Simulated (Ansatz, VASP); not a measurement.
One calculation of C, two programs

INCAR

```
SYSTEM = C
PREC = Accurate
ENCUT = 520
EDIFF = 1E-6
ISMEAR = 0
SIGMA = 0.05
LREAL = .False.
LASPH = .True.
NELM = 80
ALGO = Normal
ISIF = 2
LWAVE = .False.
LCHARG = .False.
NBANDS = 11
```

File KPOINTS:

```
Automatic mesh
0
Gamma
  12 12 12
  0 0 0
```

POSCAR

```
C
1.0
    0.0000000000      1.7942384881      1.6690006416
    1.7942384881      0.0000000000      1.6690006416
    1.7942384881      1.7942384881      0.0000000000
C
2
Direct
    0.5000000000      0.5000000000      0.5000000000
    0.7500000000      0.7500000000      0.7500000000
```

Input for Ansatz:

```yaml
crystal:
  lattice:
    - [0.0, 1.7942384881, 1.6690006416]
    - [1.7942384881, 0.0, 1.6690006416]
    - [1.7942384881, 1.7942384881, 0.0]
  atoms:
    - { symbol: C, position: [0.5, 0.5, 0.5] }
    - { symbol: C, position: [0.75, 0.75, 0.75] }
basis:
  ecutwfc: 520.0
kpoints:
  mp_grid: { grid: [12, 12, 12] }
hamiltonian:
  xc: lda
  pseudopotentials: { kind: paw, azcp: { folder: soft_1 } }
scf:
  occupations: { method: gaussian, width: 0.05 }
output:
  forces: true
  stress: true
  eigenvalues: true
```

Alike in both runs: task single point; functional LDA; k mesh 12 × 12 × 12; occupations gaussian, width 0.05 eV; no spin polarisation.

|  | VASP | Ansatz |
| --- | --- | --- |
| version | VASP 6.6.1 | Ansatz 0.2.0 |
| potentials or method | VASP PAW LDA potentials, release 64 (C), cutoff 520 eV | scalar-relativistic, plane waves, PAW |
| valence electrons in the cell | 8 | 8 |

```tsv
	VASP	Ansatz	Ansatz less VASP
gap on the k mesh at the Fermi level (eV)	2.41	2.43	+0.012
least direct gap on the mesh (eV)	4.45	4.45	-0.003
pressure (GPa)	13.8	11.9	-1.82
traceless stress, the component that is largest in VASP (GPa)	43.62	43.71	+0.088
```

Ansatz warns that its potentials were made for another functional, while VASP's fit it. LDA's correlation is that of Perdew and Zunger in VASP and of Perdew and Wang (1992) in Ansatz.
